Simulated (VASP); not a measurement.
A run of VASP 6.6.1:

POSCAR

```
MgO
1.0
    3.5318375992      0.0000000000      0.0000000000
   -1.7659187996      3.0586610829      0.0000000000
    0.0000000000      0.0000000000      4.0733115916
Mg O
2 2
Direct
    0.6666666667      0.3333333333      0.7500000000
    0.3333333333      0.6666666667      0.2500000000
    0.6666666667      0.3333333333      0.2500000000
    0.3333333333      0.6666666667      0.7500000000
```

File INCAR.step1:

```
SYSTEM = MgO
ALGO = Normal
EDIFF = 1E-4
ENCUT = 520
GGA = PE
ISMEAR = 0
LASPH = .TRUE.
LCHARG = .FALSE.
LREAL = .FALSE.
LWAVE = .TRUE.
NBANDS = 16
NELM = 60
PREC = Accurate
SIGMA = 0.05
```

File INCAR.step2:

```
SYSTEM = MgO
ALGO = Normal
EDIFF = 1E-6
ENCUT = 520
ISIF = 2
ISMEAR = 0
ISTART = 1
LASPH = .TRUE.
LCHARG = .TRUE.
LELF = .TRUE.
LMIXTAU = .TRUE.
LREAL = .FALSE.
LVHAR = .TRUE.
LWAVE = .FALSE.
METAGGA = R2SCAN
NBANDS = 16
NELM = 60
PREC = Accurate
SIGMA = 0.05
```

The input KPOINTS:

```
k-points
0
G
  12 12 6
  0 0 0
```

Potentials or basis: VASP PAW PBE potentials, release 64 (Mg, O).

Launch:

```sh
$ cat potpaw_PBE.64/Mg/POTCAR potpaw_PBE.64/O/POTCAR > POTCAR
$ cp INCAR.step1 INCAR
$ mpirun -np 1 vasp_std > vasp.out
$ cp INCAR.step2 INCAR
$ mpirun -np 1 vasp_std > vasp.out
```

Hardware: 1 thread of Intel(R) Xeon(R) 6975P-C (Granite Rapids), with other jobs on the host.

Problem. Estimate the wall time of this run.

Solution. Wall time 110 s on 1 thread of Intel(R) Xeon(R) 6975P-C (Granite Rapids) (shared host), peak memory 0.2 GiB. Counts: k points 76.
